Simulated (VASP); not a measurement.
# Mo (I4/mmm) in VASP: a series of runs

The runs below take Mo through single point, with PBE.

All numbers are computed with VASP 6.6.1; they aren't measurements. Logs are shortened: lines on timing, memory, paths and dates and some standing lists are left out, and cuts for length are marked.

## (1) The cell of the first run

Symmetry: I4/mmm, No. 139, tetragonal system. Conventional cell: a = 3.393 Å, b = 3.393 Å, c = 2.891 Å, α = 90.00°, β = 90.00°, γ = 90.00°. Within 3.7 Å of Mo (site symmetry 4/mmm) lie 14 Mo at 2.80 to 3.39 Å.

## (2) Single point, PBE (strain +0.080 along x and y, -0.080 along z)

INCAR reads:

```
SYSTEM = Mo
PREC = Accurate
ENCUT = 520
EDIFF = 1E-6
ISMEAR = 0
SIGMA = 0.15
LREAL = .FALSE.
LASPH = .TRUE.
NELM = 60
ALGO = Fast
ISIF = 2
LWAVE = .FALSE.
LCHARG = .FALSE.
GGA = PE
NBANDS = 13
```

KPOINTS reads:

```
regular mesh
0
G
  22 22 22
  0 0 0
```

POSCAR reads:

```
Mo
1.0
   -1.6966800000      1.6966800000      1.4453200000
    1.6966800000     -1.6966800000      1.4453200000
    1.6966800000      1.6966800000     -1.4453200000
Mo
1
Direct
    0.0000000000      0.0000000000      0.0000000000
```

Potentials or basis: VASP PAW PBE potentials, release 64 (Mo_sv).

The run is started by

```console
$ cat potpaw_PBE.64/Mo_sv/POTCAR > POTCAR
$ mpirun -np 1 vasp_std > vasp.out
```

OUTCAR:

```text
SYSTEM = Mo
   PREC = Accurate
   ENCUT = 520
   EDIFF = 1E-6
   ISMEAR = 0
   LREAL = .FALSE.
   LASPH = .TRUE.
   NELM = 60
   ISIF = 2
   GGA = PE

 ion  position               nearest neighbor table
   1  0.000  0.000  0.000-

  LATTYP: Found a body centered tetragonal cell.
 ALAT       =     3.3933600000
 C/A-ratio  =     0.8518518519

  Lattice vectors:

 A1 = (  -1.6966800000,   1.6966800000,   1.4453200000)
 A2 = (   1.6966800000,  -1.6966800000,   1.4453200000)
 A3 = (   1.6966800000,   1.6966800000,  -1.4453200000)

Analysis of symmetry for initial positions (statically):
=====================================================================
 Subroutine PRICEL returns:
 Original cell was already a primitive cell.

 Routine SETGRP: Setting up the symmetry group for a
 body centered tetragonal supercell.

 Subroutine GETGRP returns: Found 16 space group operations
 (whereof 16 operations were pure point group operations)
 out of a pool of 16 trial point group operations.

The static configuration has the point symmetry D_4h.

Analysis of symmetry for dynamics (positions and initial velocities):
=====================================================================
 Subroutine PRICEL returns:
 Original cell was already a primitive cell.

 Routine SETGRP: Setting up the symmetry group for a
 body centered tetragonal supercell.

 Subroutine GETGRP returns: Found 16 space group operations
 (whereof 16 operations were pure point group operations)
 out of a pool of 16 trial point group operations.

The dynamic configuration has the point symmetry D_4h.

 Subroutine INISYM returns: Found 16 space group operations
 (whereof 16 operations are pure point group operations),
 and found     1 'primitive' translations

----------------------------------------------------------------------------------------

                                     Primitive cell

  volume of cell :      16.6427

  direct lattice vectors                    reciprocal lattice vectors
    -1.696680000  1.696680000  1.445320000     0.000000000  0.294693165  0.345944151
     1.696680000 -1.696680000  1.445320000     0.294693165  0.000000000  0.345944151
     1.696680000  1.696680000 -1.445320000     0.294693165  0.294693165  0.000000000

  length of vectors
     2.801141901  2.801141901  2.801141901     0.454446275  0.454446275  0.416759071

  position of ions in fractional coordinates (direct lattice)
     0.000000000  0.000000000  0.000000000

  ion indices of the primitive-cell ions
   primitive index   ion index
                 1           1

[... 81 lines left out ...]
   PSTRESS=    0.0 pullay stress
   NELECT =      14.0000    total number of electrons
   NUPDOWN=      -1.0000    fix difference up-down
   EMIN   =  10.00;   EMAX   =-10.00  energy-range for DOS
   EFERMI =   0.00;   METHOD = LEGACY
   ISMEAR =     0;   SIGMA  =   0.15  broadening in eV -4-tet -1-fermi 0-gaus
   EFERMI_NEDOS =   21; number of points for ismear=-14 and -15
   IALGO  =     68    algorithm
   IMIX   =      4    mixing-type and parameters
     AMIX     =   0.40;   BMIX     =  1.00
     AMIX_MAG =   1.60;   BMIX_MAG =  1.00
  volume/ion in A,a.u.               =      16.64       112.31
  Fermi-wavevector in a.u.,A,eV,Ry     =   1.545407  2.920396 32.494561  2.388283
  Thomas-Fermi vector in A             =   2.650790
   LORBIT       =      0    0 simple, 1 ext, 2 COOP (PROOUT), +10 PAW based schemes
   GGA     = PE    functional components
   LHFCALC =     F    Hartree Fock is set to
   AEXX    =    0.0000 exact exchange contribution
   IVDW    =     0    specifies the selected vdW correction
   LEPSILON=     F    determine dielectric tensor
   LRPA    =     F    only Hartree local field effects (RPA)
 non-spin polarized calculation
 RMM-DIIS sequential band-by-band and
 Gauss-broadening in eV      SIGMA  =   0.15
  energy-cutoff  :      520.00
  volume of cell :       16.64
 maximum number of plane-waves:       461
 NGX is ok and might be reduce to    24
   NGX = 11   NGY = 11   NGZ = 11

 number of electron      13.9999999 magnetization

 Free energy of the ion-electron system (eV)
  ---------------------------------------------------
  ext. energy  EPLUGINS =         0.00000000
  ---------------------------------------------------
  free energy    TOTEN  =       -10.69495237 eV

  energy without entropy =      -10.68477496  energy(sigma->0) =      -10.68986366

 E-fermi :  11.5063     XC(G=0): -13.0284

 val. band max:       11.5059762219   @ k =  -0.1364   0.5000   0.0455
 cond. band min:      11.5116629037   @ k =   0.4091   0.1364   0.0909
 fundamental gap:      0.0056866818
 Fermi energy:        11.5062912370

 k-point     1 :       0.0000    0.0000    0.0000
  band No.  band energies     occupation
      1     -49.6263      2.00000
      2     -23.0723      2.00000
      3     -23.0723      2.00000
      4     -22.9151      2.00000
      5       4.6048      2.00000
      6       9.3391      2.00000
      7      11.2279      1.99133
      8      11.2279      1.99133
      9      11.7893      0.00762
     10      14.0522      0.00000
     11      25.5690      0.00000
     12      25.5690      0.00000
     13      28.7915      0.00000
[... 354 lines left out ...]
  band No.  band energies     occupation
      1     -49.4079      2.00000
      2     -24.1032      2.00000
      3     -23.4366      2.00000
      4     -23.1308      2.00000
      5       6.7654      2.00000
      6       8.1390      2.00000
      7      12.7130      0.00000
      8      13.0242      0.00000
      9      14.7035      0.00000
     10      15.6035      0.00000
     11      23.0671      0.00000
     12      24.4350      0.00000
     13      27.3840      0.00000

 [... further k-points ...]

------------------------ aborting loop because EDIFF is reached ----------------------------------------

  FORCE on cell =-STRESS in cart. coord.  units (eV):
  Direction    XX          YY          ZZ          XY          YZ          ZX
  --------------------------------------------------------------------------------------
  -------------------------------------------------------------------------------------
  Total       -1.9742369     -1.9742369      1.1817232      0.0000000      0.0000000      0.0000000
  in kB     -190.0579132   -190.0579132    113.7633763      0.0000000      0.0000000      0.0000000
  external PRESSURE =     -88.7841501 kB  Pullay stress =       0.0000000 kB

 VOLUME and BASIS-vectors are now :
 -----------------------------------------------------------------------------
  energy-cutoff  :      520.00
  volume of cell :       16.64
      direct lattice vectors                 reciprocal lattice vectors
    -1.696680000  1.696680000  1.445320000     0.000000000  0.294693165  0.345944151
     1.696680000 -1.696680000  1.445320000     0.294693165  0.000000000  0.345944151
     1.696680000  1.696680000 -1.445320000     0.294693165  0.294693165  0.000000000

 POSITION                                       TOTAL-FORCE (eV/Angst)
 -----------------------------------------------------------------------------------
      0.00000      0.00000      0.00000        -0.000000      0.000000     -0.000000
 -----------------------------------------------------------------------------------
    total drift:                                0.000000      0.000000      0.000000

  FREE ENERGIE OF THE ION-ELECTRON SYSTEM (eV)
  ---------------------------------------------------
  free  energy   TOTEN  =       -10.6949523697 eV

  energy  without entropy=      -10.6847749590  energy(sigma->0) =      -10.68986366
```

OSZICAR:

```text
N       E                     dE             d eps       ncg     rms          rms(c)
DAV:   1     0.920862246770E+02    0.92086E+02   -0.80254E+03 21894   0.110E+03
DAV:   2    -0.101953896767E+02   -0.10228E+03   -0.98511E+02 24944   0.308E+02
DAV:   3    -0.113730689762E+02   -0.11777E+01   -0.11739E+01 24314   0.329E+01
DAV:   4    -0.113758471712E+02   -0.27782E-02   -0.27781E-02 24284   0.195E+00
DAV:   5    -0.113758663834E+02   -0.19212E-04   -0.19211E-04 24629   0.144E-01    0.127E+01
RMM:   6    -0.107708811498E+02    0.60499E+00   -0.74932E-01 21723   0.798E+00    0.342E+00
RMM:   7    -0.106978194212E+02    0.73062E-01   -0.19496E-01 22404   0.399E+00    0.110E+00
RMM:   8    -0.106951472830E+02    0.26721E-02   -0.10499E-02 24243   0.113E+00    0.136E-01
RMM:   9    -0.106949580746E+02    0.18921E-03   -0.12362E-03 24466   0.371E-01    0.509E-02
RMM:  10    -0.106949534148E+02    0.46598E-05   -0.17434E-04 24975   0.146E-01    0.195E-02
RMM:  11    -0.106949534228E+02   -0.80258E-08   -0.12734E-05 24613   0.413E-02    0.717E-03
RMM:  12    -0.106949521631E+02    0.12597E-05   -0.37592E-06 19440   0.208E-02    0.977E-04
RMM:  13    -0.106949523697E+02   -0.20658E-06   -0.40799E-07 14180   0.760E-03
   1 F= -.10694952E+02 E0= -.10689864E+02  d E =-.101774E-01
```

stdout:

```text
POSCAR found type information on POSCAR Mo
 POSCAR found :  1 types and       1 ions
 scaLAPACK will be used
 LDA part: xc-table for (Slater+PW92), standard interpolation
 POSCAR, INCAR and KPOINTS ok, starting setup
 FFT: planning ... GRIDC
 FFT: planning ... GRID_SOFT
 FFT: planning ... GRID
 WAVECAR not read
 entering main loop
```

It took 65 s on 1 thread of Intel Xeon 6975P-C (Granite Rapids), shared host; peak memory 0.28 GiB.

What came out:

```yaml
Free_energy: -10.6950 eV
Pressure: -8.9 GPa
Band_gap_on_the_k_mesh: zero (band 7 reaches 15.20 eV, above the bottom of band 8 at 10.21 eV)
```

Caveat: the cell differs from its parent crystal (strain +0.080 along x and y, -0.080 along z).

(Part 1 of 2 ends here.)
